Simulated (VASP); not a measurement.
Wanted: the native input for a VASP 6.6.1 run.

```yaml
Task: single point
Functional: PBE
Potentials_or_basis: VASP PAW PBE potentials, release 64 (Sn_d, O)
Cutoff: 600 eV
k_mesh: 4 × 4 × 6
Occupations: gaussian, width 0.01 eV
Spin: no spin polarisation
Dipole_correction: no
Further_INCAR_settings: ALGO = Normal; EDIFF = 1e-06; NBANDS = 35
```

The structure of SnO2 (Cassiterite) lies in POSCAR:

```
SnO2
1.0
    4.7380000000      0.0000000000      0.0000000000
    0.0000000000      4.7380000000      0.0000000000
    0.0000000000      0.0000000000      3.1865000000
Sn O
2 4
Direct
   -0.0023754920     -0.0029462869     -0.0037441883
    0.4975939747      0.4970148847      0.4963616975
    0.3024253887      0.3033133901     -0.0036927785
    0.1931630020      0.8035592914      0.4962721902
    0.6929866160      0.6907925414     -0.0035603910
    0.8026464006      0.1910789801      0.4962674162
```

One way to write it, as run:

INCAR

```
ALGO = Normal ; EDIFF = 1E-6
ENCUT = 600 ; GGA = PE
GGA_COMPAT = F ; ISIF = 2
ISMEAR = 0 ; LASPH = T
LCHARG = T ; LELF = T
LREAL = F ; LVHAR = T
LWAVE = F ; NBANDS = 35
NELM = 120 ; PREC = Accurate
SIGMA = 0.01
```

KPOINTS

```
k-points
0
Gamma
  4 4 6
```

Potentials or basis: VASP PAW PBE potentials, release 64 (Sn_d, O).

Run with:

```sh
$ cat potpaw_PBE.64/Sn_d/POTCAR potpaw_PBE.64/O/POTCAR > POTCAR
$ mpirun -np 1 vasp_std > vasp.out
```

Results of the run:

```json
{
 "Pressure": "11.2 GPa",
 "Largest force": "0.030 eV/Å",
 "Band gap on the k mesh": "1.24 eV, direct"
}
```

Caveat: spin-orbit coupling is left out, which moves the levels of the heavy elements.

It took 2 min on 1 thread of Intel(R) Xeon(R) Platinum 8375C CPU @ 2.90GHz (Ice Lake) (shared host), peak memory 0.28 GiB.
